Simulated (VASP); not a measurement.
# Ta (Im-3m) in VASP: notebook, part 2 of 2

VASP 6.6.1. Earlier steps stand in the parts before.

## (4) Single point, PBE

INCAR reads:

```
PREC     = Accurate       # precision mode
ENCUT    = 500            # plane-wave cutoff, eV
EDIFF    = 1E-6           # SCF threshold, eV
ISMEAR   = -1             # smearing method
SIGMA    = 0.1            # smearing width, eV
LREAL    = False          # projectors in reciprocal space
LASPH    = True           # aspherical terms in the spheres
NELM     = 120            # most SCF steps
ALGO     = Normal         # electronic algorithm
ISIF     = 2              # what is computed and relaxed
LWAVE    = False          # write WAVECAR
LCHARG   = False          # write CHGCAR
GGA      = PE             # functional
NBANDS   = 12             # bands
GGA_COMPAT= False
```

KPOINTS reads:

```
regular mesh
0
Gamma
  9 9 9
```

POSCAR reads:

```
Ta
1.0
   -1.6549280000      1.6549280000      1.6549280000
    1.6549280000     -1.6549280000      1.6549280000
    1.6549280000      1.6549280000     -1.6549280000
Ta
1
Direct
    0.0000000000      0.0000000000      0.0000000000
```

Potentials or basis: VASP PAW PBE potentials, release 64 (Ta_pv).

On the command line:

```
> cat potpaw_PBE.64/Ta_pv/POTCAR > POTCAR
> mpirun -np 1 vasp_std > vasp.out
```

OUTCAR:

```text
PREC = Accurate
   ENCUT = 500
   EDIFF = 1E-6
   ISMEAR = -1
   LREAL = False
   LASPH = True
   NELM = 120
   ISIF = 2
   GGA = PE

 ion  position               nearest neighbor table
   1  0.000  0.000  0.000-

  LATTYP: Found a body centered cubic cell.
 ALAT       =     3.3098560000

  Lattice vectors:

 A1 = (  -1.6549280000,   1.6549280000,   1.6549280000)
 A2 = (   1.6549280000,  -1.6549280000,   1.6549280000)
 A3 = (   1.6549280000,   1.6549280000,  -1.6549280000)

Analysis of symmetry for initial positions (statically):
=====================================================================
 Subroutine PRICEL returns:
 Original cell was already a primitive cell.

 Routine SETGRP: Setting up the symmetry group for a
 body centered cubic supercell.

 Subroutine GETGRP returns: Found 48 space group operations
 (whereof 48 operations were pure point group operations)
 out of a pool of 48 trial point group operations.

The static configuration has the point symmetry O_h .

[... 165 lines left out ...]
 k-point     1 :       0.0000    0.0000    0.0000
  band No.  band energies     occupation
      1     -27.6637      2.00000
      2     -27.6637      2.00000
      3     -27.6637      2.00000
      4      -2.4579      2.00000
      5       6.1679      0.00216
      6       6.1679      0.00216
      7       6.1679      0.00216
      8       9.4183      0.00000
      9       9.4183      0.00000
     10      20.1116      0.00000
     11      20.4131      0.00000
     12      20.4131      0.00000
[... 331 lines left out ...]
 k-point    24 :      -0.4444   -0.4444    0.1111
  band No.  band energies     occupation
      1     -28.6953      2.00000
      2     -28.2116      2.00000
      3     -27.8483      2.00000
      4       2.2795      2.00000
      5       4.6934      1.99927
      6       4.8001      1.99788
      7       8.0426      0.00000
      8      11.3030      0.00000
      9      14.2147      0.00000
     10      16.0654      0.00000
     11      19.9091      0.00000
     12      20.1174      0.00000

 [... further k-points ...]

------------------------ aborting loop because EDIFF is reached ----------------------------------------

  FORCE on cell =-STRESS in cart. coord.  units (eV):
  Direction    XX          YY          ZZ          XY          YZ          ZX
  --------------------------------------------------------------------------------------
  -------------------------------------------------------------------------------------
  Total        0.2618416      0.2618416      0.2618416      0.0000000      0.0000000      0.0000000
  in kB       23.1393918     23.1393918     23.1393918      0.0000000      0.0000000      0.0000000
  external PRESSURE =      23.1393918 kB  Pullay stress =       0.0000000 kB

 VOLUME and BASIS-vectors are now :
 -----------------------------------------------------------------------------
  energy-cutoff  :      500.00
  volume of cell :       18.13
      direct lattice vectors                 reciprocal lattice vectors
    -1.654928000  1.654928000  1.654928000     0.000000000  0.302127948  0.302127948
     1.654928000 -1.654928000  1.654928000     0.302127948  0.000000000  0.302127948
     1.654928000  1.654928000 -1.654928000     0.302127948  0.302127948  0.000000000

 POSITION                                       TOTAL-FORCE (eV/Angst)
 -----------------------------------------------------------------------------------
      0.00000      0.00000      0.00000         0.000000     -0.000000      0.000000
 -----------------------------------------------------------------------------------
    total drift:                               -0.000000      0.000000      0.000000

  FREE ENERGIE OF THE ION-ELECTRON SYSTEM (eV)
  ---------------------------------------------------
  free  energy   TOTEN  =       -11.8231291200 eV

  energy  without entropy=      -11.7702130447  energy(sigma->0) =      -11.79667108
```

OSZICAR:

```text
N       E                     dE             d eps       ncg     rms          rms(c)
DAV:   1     0.618456004376E+02    0.61846E+02   -0.60320E+03   840   0.849E+02
DAV:   2    -0.112868406558E+02   -0.73132E+02   -0.71344E+02   908   0.243E+02
DAV:   3    -0.122922923446E+02   -0.10055E+01   -0.99114E+00   996   0.275E+01
DAV:   4    -0.122949738454E+02   -0.26815E-02   -0.26813E-02   952   0.159E+00
DAV:   5    -0.122949836958E+02   -0.98504E-05   -0.98500E-05   980   0.902E-02    0.133E+01
DAV:   6    -0.119303687012E+02    0.36461E+00   -0.29042E-01   980   0.586E+00    0.646E+00
DAV:   7    -0.118241948645E+02    0.10617E+00   -0.26035E-01   940   0.511E+00    0.396E-01
DAV:   8    -0.118232077822E+02    0.98708E-03   -0.70039E-03   928   0.789E-01    0.224E-01
DAV:   9    -0.118231364774E+02    0.71305E-04   -0.25201E-04   992   0.170E-01    0.274E-02
DAV:  10    -0.118231288756E+02    0.76019E-05   -0.48272E-06   920   0.232E-02    0.145E-03
DAV:  11    -0.118231291200E+02   -0.24448E-06   -0.10724E-07   584   0.366E-03
   1 F= -.11823129E+02 E0= -.11796671E+02  d E =-.529161E-01
```

stdout:

```text
POSCAR found type information on POSCAR Ta
 POSCAR found :  1 types and       1 ions
 scaLAPACK will be used
 LDA part: xc-table for (Slater+PW92), standard interpolation
 POSCAR, INCAR and KPOINTS ok, starting setup
 FFT: planning ... GRIDC
 FFT: planning ... GRID_SOFT
 FFT: planning ... GRID
 WAVECAR not read
 entering main loop
```

Wall time 4.4 s (1 thread of AMD EPYC 9R45 (Zen 5), shared host); peak memory 0.11 GiB.

Results:

- Free energy: -11.8231 eV
- Pressure: 2.3 GPa
